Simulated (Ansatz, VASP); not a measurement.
# One calculation of Be, two programs

Contents of INCAR:

```
ALGO = Normal
EDIFF = 1E-6
EDIFFG = -0.03
ENCUT = 600
GGA = PE
IBRION = 2
ISIF = 3
ISMEAR = 0
LASPH = T
LCHARG = F
LREAL = F
LWAVE = F
NELM = 80
NSW = 80
PREC = Accurate
SIGMA = 0.05
```

File KPOINTS:

```
k-points
0
Gamma
  10 10 6
```

File POSCAR:

```
Be
1.0
    2.2900000000      0.0000000000      0.0000000000
   -1.1450000000      1.9831981747      0.0000000000
    0.0000000000      0.0000000000      3.5884300000
Be
2
Direct
    0.3333333333      0.6666666667      0.7500000000
    0.6666666667      0.3333333333      0.2500000000
```

Input for Ansatz:

```yaml
crystal:
  lattice:
    - [2.29, 0.0, 0.0]
    - [-1.145, 1.9831981747, 0.0]
    - [0.0, 0.0, 3.58843]
  atoms:
    - { symbol: Be, position: [0.3333333333, 0.6666666667, 0.75] }
    - { symbol: Be, position: [0.6666666667, 0.3333333333, 0.25] }
basis:
  ecutwfc: 600
  ecutrho_ratio: 5
kpoints:
  mp_grid: { grid: [10, 10, 6] }
hamiltonian:
  xc: pbe
scf:
  occupations: { method: gaussian, width: 0.05 }
output:
  forces: true
  stress: true
  eigenvalues: true
relax:
  f_tol: 0.03
  max_steps: 60
  cell: { stress_tol: 0.6 }
```

Alike in both runs: task relaxation of cell and atoms; functional PBE; k mesh 10 × 10 × 6; occupations gaussian, width 0.05 eV; no spin polarisation.

|  | VASP | Ansatz |
| --- | --- | --- |
| version | VASP 6.6.1 | Ansatz 0.2.0 |
| potentials or method | VASP PAW PBE potentials, release 64 (Be), cutoff 600 eV | scalar-relativistic, plane waves, PAW |
| valence electrons in the cell | 4 | 4 |

|  | VASP | Ansatz | Ansatz less VASP |
| --- | --- | --- | --- |
| relaxed volume (Å³/atom) | 7.97 | 7.94 | -0.028 |
| relaxed length of the cell vector where the two differ most in proportion (Å) | 3.534 | 3.527 | -0.0065 |
